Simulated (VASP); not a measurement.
Crystal: BaS.

```xyz
2
Lattice="0.0000 3.1938 3.1938 3.1938 0.0000 3.1938 3.1938 3.1938 0.0000" Properties=species:S:1:pos:R:3 pbc="T T T"
Ba    0.0000    0.0000    0.0000
S     3.1938    3.1938    3.1938
```

* Program: VASP 6.6.1
* Task: relaxation of cell and atoms
* Functional: RPBE
* Dispersion: D4
* Potentials or basis: VASP PAW PBE potentials, release 64 (Ba_sv, S)
* Cutoff: 600 eV
* k mesh: 7 × 7 × 7
* Occupations: fermi-dirac, width 0.05 eV
* Spin: no spin polarisation

At the start: pressure 1.1 GPa; volume 32.58 Å³/atom.

Q: How do energy, volume and symmetry change on relaxing?

A: Over 3 steps the energy falls by 2.7 meV/atom and the volume is 33.40 Å³/atom (+2.5 %); space group Fm-3m (No. 225, to 0.05 Å).

Step by step:
```
step  energy change (eV)  largest force (eV/Å)  pressure (GPa)  volume (Å³)
   1              0.0000                0.0000            1.07        65.15
   2             -0.0050                0.0000           -0.25        67.22
   3             -0.0053                0.0000            0.00        66.80
```

Final structure:
```xyz
2
Lattice="0.0000 3.2204 3.2204 3.2204 0.0000 3.2204 3.2204 3.2204 0.0000" Properties=species:S:1:pos:R:3 pbc="T T T"
Ba    0.0000    0.0000    0.0000
S     3.2204    3.2204    3.2204
```

Caveat: the PAW data sets were made with another functional, which shifts forces and pressure a little.
